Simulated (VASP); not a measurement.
# AlN (P6_3mc) in VASP: notebook, part 2 of 2

VASP 6.6.1. Earlier steps stand in the parts before.

### 3 Relaxation of the atoms, LDA

This run uses another cell than the first one, of 8.45 Å³/atom, 0.767 times its volume.

Input file INCAR:

```
PREC     = Accurate       # precision mode
ENCUT    = 520            # plane-wave cutoff, eV
EDIFF    = 1E-6           # SCF threshold, eV
ISMEAR   = 0              # smearing method
SIGMA    = 0.05           # smearing width, eV
LREAL    = False          # projectors in reciprocal space
LASPH    = True           # aspherical terms in the spheres
NELM     = 60             # most SCF steps
ALGO     = Normal         # electronic algorithm
ISIF     = 2              # what is computed and relaxed
LWAVE    = False          # write WAVECAR
LCHARG   = False          # write CHGCAR
GGA      = CA             # functional
IBRION   = 2              # ionic algorithm
NSW      = 50             # ionic steps
EDIFFG   = -0.01          # ionic threshold
```

Input file KPOINTS:

```
Automatic mesh
0
Gamma
  9 9 6
```

Input file POSCAR:

```
AlN
1.0
    2.9960000000      0.0000000000      0.0000000000
   -1.4980000000      2.5946121098      0.0000000000
    0.0000000000      0.0000000000      4.3504000000
Al N
2 2
Direct
    0.3333333333      0.6666666667      0.0015210172
    0.6666666667      0.3333333333      0.5015210172
    0.3333333333      0.6666666667      0.3834789828
    0.6666666667      0.3333333333      0.8834789828
```

Potentials or basis: VASP PAW LDA potentials, release 64 (Al, N).

Run with:

```
$ cat potpaw_LDA.64/Al/POTCAR potpaw_LDA.64/N/POTCAR > POTCAR
$ mpirun -np 1 vasp_std > vasp.out
```

OUTCAR:

```text
PREC = Accurate
   ENCUT = 520
   EDIFF = 1E-6
   ISMEAR = 0
   LREAL = False
   LASPH = True
   NELM = 60
   ISIF = 2
   GGA = CA
   IBRION = 2
   NSW = 50
   EDIFFG = -0.01

 ion  position               nearest neighbor table
   1  0.333  0.667  0.002-   3 1.66   4 1.80   4 1.80   4 1.80   2 2.78   2 2.78   2 2.78   2 2.78
                             2 2.78   2 2.78
   2  0.667  0.333  0.502-   4 1.66   3 1.80   3 1.80   3 1.80   1 2.78   1 2.78   1 2.78   1 2.78
                             1 2.78   1 2.78
   3  0.333  0.667  0.383-   1 1.66   2 1.80   2 1.80   2 1.80
   4  0.667  0.333  0.883-   2 1.66   1 1.80   1 1.80   1 1.80

  LATTYP: Found a hexagonal cell.
 ALAT       =     2.9960000000
 C/A-ratio  =     1.4520694259

  Lattice vectors:

 A1 = (   2.9960000000,   0.0000000000,   0.0000000000)
 A2 = (  -1.4980000000,   2.5946121098,   0.0000000000)
 A3 = (   0.0000000000,   0.0000000000,   4.3504000000)

Analysis of symmetry for initial positions (statically):
=====================================================================
 Subroutine PRICEL returns:
 Original cell was already a primitive cell.

 Routine SETGRP: Setting up the symmetry group for a
 hexagonal supercell.

 Subroutine GETGRP returns: Found 12 space group operations
 (whereof  6 operations were pure point group operations)
 out of a pool of 24 trial point group operations.

The static configuration has the point symmetry C_3v.
 The point group associated with its full space group is C_6v.

Analysis of symmetry for dynamics (positions and initial velocities):
=====================================================================
 Subroutine PRICEL returns:
 Original cell was already a primitive cell.

 Routine SETGRP: Setting up the symmetry group for a
 hexagonal supercell.

 Subroutine GETGRP returns: Found 12 space group operations
 (whereof  6 operations were pure point group operations)
 out of a pool of 24 trial point group operations.

The dynamic configuration has the point symmetry C_3v.
 The point group associated with its full space group is C_6v.

 Subroutine INISYM returns: Found 12 space group operations
 (whereof  6 operations are pure point group operations),
 and found     1 'primitive' translations

----------------------------------------------------------------------------------------

                                     Primitive cell

  volume of cell :      33.8177

  direct lattice vectors                    reciprocal lattice vectors
     2.996000000  0.000000000  0.000000000     0.333778371  0.192707032  0.000000000
    -1.498000000  2.594612110  0.000000000     0.000000000  0.385414065  0.000000000
     0.000000000  0.000000000  4.350400000     0.000000000  0.000000000  0.229863921

  length of vectors
     2.996000000  2.996000000  4.350400000     0.385414065  0.385414065  0.229863921

  position of ions in fractional coordinates (direct lattice)
     0.333333333  0.666666667  0.001521017
     0.666666667  0.333333333  0.501521017
     0.333333333  0.666666667  0.383478983
     0.666666667  0.333333333  0.883478983

  ion indices of the primitive-cell ions
   primitive index   ion index
                 1           1
[... 61 lines left out ...]
   dimension x,y,z NGXF=    48 NGYF=   48 NGZF=   64
   ions per type =               2   2
   NGX,Y,Z   is equivalent  to a cutoff of  13.32, 13.32, 12.23 a.u.
   NGXF,Y,Z  is equivalent  to a cutoff of  26.63, 26.63, 24.46 a.u.
 SYSTEM =  unknown system
   PREC   = accura    normal or accurate (medium, high low for compatibility)
   ISTART =      0    job   : 0-new  1-cont  2-samecut
   ICHARG =      2    charge: 1-file 2-atom 10-const
   ISPIN  =      1    spin polarized calculation?
   LNONCOLLINEAR =      F non collinear calculations
   LSORBIT =      F    spin-orbit coupling
   LASPH  =      T    aspherical Exc in radial PAW
   ENCUT  =  520.0 eV  38.22 Ry    6.18 a.u.   5.57  5.57  8.09*2*pi/ulx,y,z
   NELM   =     60;   NELMIN=  2; NELMDL= -5     # of ELM steps
   EDIFF  = 0.1E-05   stopping-criterion for ELM
   LREAL  =      F    real-space projection
   EDIFFG = -.1E-01   stopping-criterion for IOM
   NSW    =     50    number of steps for IOM
   IBRION =      2    ionic relax: 0-MD 1-quasi-New 2-CG
   NFREE  =      1    steps in history (QN), initial steepest desc. (CG)
   ISIF   =      2    stress and relaxation
   ISYM   =      2    0-nonsym 1-usesym 2-fastsym
   POTIM  = 0.5000    time-step for ionic-motion
   TEBEG  =    0.0;   TEEND  =   0.0 temperature during run
   PSTRESS=    0.0 pullay stress
   NELECT =      16.0000    total number of electrons
   NUPDOWN=      -1.0000    fix difference up-down
   EMIN   =  10.00;   EMAX   =-10.00  energy-range for DOS
   EFERMI =   0.00;   METHOD = LEGACY
   ISMEAR =     0;   SIGMA  =   0.05  broadening in eV -4-tet -1-fermi 0-gaus
   EFERMI_NEDOS =   21; number of points for ismear=-14 and -15
   IALGO  =     38    algorithm
   IMIX   =      4    mixing-type and parameters
     AMIX     =   0.40;   BMIX     =  1.00
     AMIX_MAG =   1.60;   BMIX_MAG =  1.00
  volume/ion in A,a.u.               =       8.45        57.05
  Fermi-wavevector in a.u.,A,eV,Ry     =   1.275656  2.410641 22.140747  1.627299
  Thomas-Fermi vector in A             =   2.408356
   LORBIT       =      0    0 simple, 1 ext, 2 COOP (PROOUT), +10 PAW based schemes
   GGA     = CA    functional components
   LHFCALC =     F    Hartree Fock is set to
   AEXX    =    0.0000 exact exchange contribution
   IVDW    =     0    specifies the selected vdW correction
   LEPSILON=     F    determine dielectric tensor
   LRPA    =     F    only Hartree local field effects (RPA)
 conjugate gradient relaxation of ions
 non-spin polarized calculation
 Gauss-broadening in eV      SIGMA  =   0.05
  energy-cutoff  :      520.00
  volume of cell :       33.82
 maximum number of plane-waves:       934
 NGX is ok and might be reduce to    24
   NGX = 11   NGY = 11   NGZ = 17

--------------------------------------- Ionic step        1  -------------------------------------------

 number of electron      15.9999999 magnetization

 Free energy of the ion-electron system (eV)
  ---------------------------------------------------
  ext. energy  EPLUGINS =         0.00000000
  ---------------------------------------------------
  free energy    TOTEN  =       -31.27312703 eV

  energy without entropy =      -31.27312703  energy(sigma->0) =      -31.27312703

------------------------ aborting loop because EDIFF is reached ----------------------------------------

  FORCE on cell =-STRESS in cart. coord.  units (eV):
  Direction    XX          YY          ZZ          XY          YZ          ZX
  --------------------------------------------------------------------------------------
  -------------------------------------------------------------------------------------
  Total        7.9906105      7.9906105     22.7369592      0.0000000      0.0000000      0.0000000
  in kB      378.5707916    378.5707916   1077.2078897      0.0000000      0.0000000      0.0000000
  external PRESSURE =     611.4498243 kB  Pullay stress =       0.0000000 kB
[... 101 lines left out ...]
--------------------------------------- Ionic step        4  -------------------------------------------

 number of electron      15.9999999 magnetization

 Free energy of the ion-electron system (eV)
  ---------------------------------------------------
  ext. energy  EPLUGINS =         0.00000000
  ---------------------------------------------------
  free energy    TOTEN  =       -31.72313660 eV

  energy without entropy =      -31.72313660  energy(sigma->0) =      -31.72313660

 E-fermi :   9.2483     XC(G=0): -12.2045

 val. band max:        9.0483945791   @ k =   0.0000   0.0000   0.0000
 cond. band min:      13.6970890400   @ k =   0.3333   0.3333   0.0000
 fundamental gap:      4.6486944610
 Fermi energy:         9.2482998137

 k-point     1 :       0.0000    0.0000    0.0000
  band No.  band energies     occupation
      1      -8.2995      2.00000
      2      -4.7331      2.00000
      3       1.3983      2.00000
      4       6.5387      2.00000
      5       6.5387      2.00000
      6       7.6178      2.00000
      7       7.6178      2.00000
      8       9.0484      2.00000
      9      14.3213      0.00000
     10      15.8918      0.00000
     11      19.6442      0.00000
     12      19.6442      0.00000
[... 331 lines left out ...]
 k-point    24 :       0.3333    0.3333    0.1667
  band No.  band energies     occupation
      1      -4.9625      2.00000
      2      -4.9625      2.00000
      3       2.2057      2.00000
      4       3.4438      2.00000
      5       3.4438      2.00000
      6       5.2225      2.00000
      7       6.3481      2.00000
      8       6.3481      2.00000
      9      14.3017      0.00000
     10      16.8662      0.00000
     11      18.7850      0.00000
     12      18.7850      0.00000

 [... further k-points ...]
[... 5 lines left out ...]
  --------------------------------------------------------------------------------------
  -------------------------------------------------------------------------------------
  Total       11.1898611     11.1898611     10.9924115      0.0000000      0.0000000      0.0000000
  in kB      530.1415418    530.1415419    520.7869840      0.0000000      0.0000000      0.0000000
  external PRESSURE =     527.0233559 kB  Pullay stress =       0.0000000 kB
[... 19 lines left out ...]
  FREE ENERGIE OF THE ION-ELECTRON SYSTEM (eV)
  ---------------------------------------------------
  free  energy   TOTEN  =       -31.7231366036 eV

  energy  without entropy=      -31.7231366036  energy(sigma->0) =      -31.72313660

 reached required accuracy - stopping structural energy minimisation
```

Wall time 27 s (1 thread of Intel Xeon 6975P-C, shared host); peak memory 0.14 GiB.

What came out:

```
Free energy                  : -31.7231 eV
Energy gained by relaxing    : 112.5 meV/atom
Ionic steps                  : 4
Pressure after relaxing      : 52.7 GPa
Largest force after relaxing : 0.007 eV/Å
Band gap on the k mesh       : 4.65 eV, indirect (least direct gap 5.27 eV)
```

Forces in eV/Å, atoms in the order of the input:
```
Al   0.000  0.000 -0.007
Al   0.000  0.000 -0.007
N    0.000  0.000  0.007
N    0.000  0.000  0.007
```

The path:
```
step  energy change (eV)  largest force (eV/Å)  pressure (GPa)
   1              0.0000                3.5835           61.14
   2             -0.1805                0.8608           51.00
   3             -0.4499                0.0342           52.63
   4             -0.4500                0.0070           52.70
```

Final structure:
```yaml
crystal:
  lattice:
    - [2.99600, 0.00000, 0.00000]
    - [-1.49800, 2.59461, 0.00000]
    - [0.00000, 0.00000, 4.35040]
  atoms:
    - { symbol: Al, position: [0.33333, 0.66667, 0.98438] }
    - { symbol: Al, position: [0.66667, 0.33333, 0.48438] }
    - { symbol: N, position: [0.33333, 0.66667, 0.40062] }
    - { symbol: N, position: [0.66667, 0.33333, 0.90062] }
```

Levels at points of the mesh, in eV from the valence-band top:
```tsv
k point	band 4	band 5	band 6	band 7	band 8	band 9	band 10	band 11	band 12
(0.00, 0.00, 0.00)	-2.51	-2.51	-1.43	-1.43	0.00	5.27	6.84	10.60	10.60
(0.00, 0.00, 0.50)	-3.93	-1.99	-1.99	-1.99	-1.99	7.24	7.24	10.90	10.90
```

### 4 Relaxation of the atoms, LDA

This run uses another cell than the first one, of 8.63 Å³/atom, 0.783 times its volume.

Input file INCAR:

```
SYSTEM = AlN
PREC = Accurate
ENCUT = 520
EDIFF = 1E-6
ISMEAR = 0
SIGMA = 0.05
LREAL = .FALSE.
LASPH = .TRUE.
NELM = 100
ALGO = Normal
ISIF = 2
LWAVE = .FALSE.
LCHARG = .FALSE.
GGA = CA
IBRION = 2
NSW = 50
EDIFFG = -0.01
```

Input file KPOINTS:

```
Automatic mesh
0
G
  9 9 6
  0 0 0
```

Edit POSCAR of step 3 so:

```diff
@@ -2,4 +2,4 @@
 1.0
-    2.9960000000      0.0000000000      0.0000000000
-   -1.4980000000      2.5946121098      0.0000000000
+    3.0268000000      0.0000000000      0.0000000000
+   -1.5134000000      2.6212856922      0.0000000000
     0.0000000000      0.0000000000      4.3504000000
```

Run with:

```
$ cat potpaw_LDA.64/Al/POTCAR potpaw_LDA.64/N/POTCAR > POTCAR
$ mpirun -np 1 vasp_std > vasp.out
```

Wall time 59 s (1 thread of Intel Xeon 6975P-C, shared host); peak memory 0.14 GiB.

The run converged. Its results:

* Free energy: -31.9341 eV
* Energy gained by relaxing: 128.9 meV/atom
* Ionic steps: 19
* Pressure after relaxing: 43.8 GPa
* Largest force after relaxing: 0.008 eV/Å
* Band gap on the k mesh: 4.65 eV, indirect (least direct gap 5.00 eV)

Forces on the atoms (eV/Å):
```
Al   0.000  0.000 -0.008
Al   0.000  0.000 -0.008
N    0.000  0.000  0.008
N    0.000  0.000  0.008
```

Stress tensor (GPa, compression positive):
```
43.51  0.00  0.00
 0.00 43.51  0.00
 0.00  0.00 44.46
```

Step by step:
```csv
step,energy change (eV),largest force (eV/Å),pressure (GPa)
1,0.0000,3.7984,53.49
2,-0.2761,0.7004,41.71
3,-0.5156,0.0256,43.76
4,-0.5156,0.0150,43.84
5,-0.5156,0.0141,43.84
6,-0.5156,0.0138,43.84
7,-0.5156,0.0139,43.84
8,-0.5156,0.0139,43.84
9,-0.5156,0.0139,43.84
10,-0.5156,0.0139,43.84
11,-0.5156,0.0139,43.84
12,-0.5156,0.0139,43.84
13,-0.5156,0.0138,43.84
14,-0.5156,0.0137,43.84
15,-0.5156,0.0135,43.84
16,-0.5156,0.0132,43.84
17,-0.5156,0.0125,43.84
18,-0.5156,0.0111,43.83
19,-0.5156,0.0083,43.83
```

Final structure:
```
CELL_PARAMETERS angstrom
3.02680 0.00000 0.00000
-1.51340 2.62129 0.00000
0.00000 0.00000 4.35040
ATOMIC_POSITIONS crystal
Al 0.33333 0.66667 0.98262
Al 0.66667 0.33333 0.48262
N 0.33333 0.66667 0.40238
N 0.66667 0.33333 0.90238
```

Levels at points of the mesh, in eV from the valence-band top:
| k point | band 4 | band 5 | band 6 | band 7 | band 8 | band 9 | band 10 | band 11 | band 12 |
| --- | --- | --- | --- | --- | --- | --- | --- | --- | --- |
| (0.00, 0.00, 0.00) | -2.60 | -2.60 | -1.48 | -1.48 | 0.00 | 5.00 | 6.52 | 10.30 | 10.30 |
| (0.00, 0.00, 0.50) | -3.90 | -2.07 | -2.07 | -2.07 | -2.07 | 6.98 | 6.98 | 10.60 | 10.60 |

A k mesh can miss the band edges. Expect the measured gap to be larger: semilocal functionals such as LDA lack the derivative discontinuity.

### 5 Summary

| cell | gap on the mesh (eV) | pressure (GPa) | largest force (eV/Å) |
| --- | --- | --- | --- |
| atoms relaxed from a = 3.089, b = 3.089, c = 5.339 Å, angles 90.0, 90.0, 120.0°, 4 atoms | 3.57 | -12.7 | - |
| atoms relaxed from a = 2.996, b = 2.996, c = 4.350 Å, angles 90.0, 90.0, 120.0°, 4 atoms | 4.65 | 52.7 | 0.01 |
| atoms relaxed from a = 3.027, b = 3.027, c = 4.350 Å, angles 90.0, 90.0, 120.0°, 4 atoms | 4.65 | 43.8 | 0.01 |

Alike in all rows: task relaxation of the atoms; level LDA; potentials or basis VASP PAW LDA potentials, release 64 (Al, N); no spin polarisation; k mesh 9 × 9 × 6; cutoff (eV) 520; smearing gaussian 0.05 eV.

Absolute energies hang on the potentials; compare differences alone.
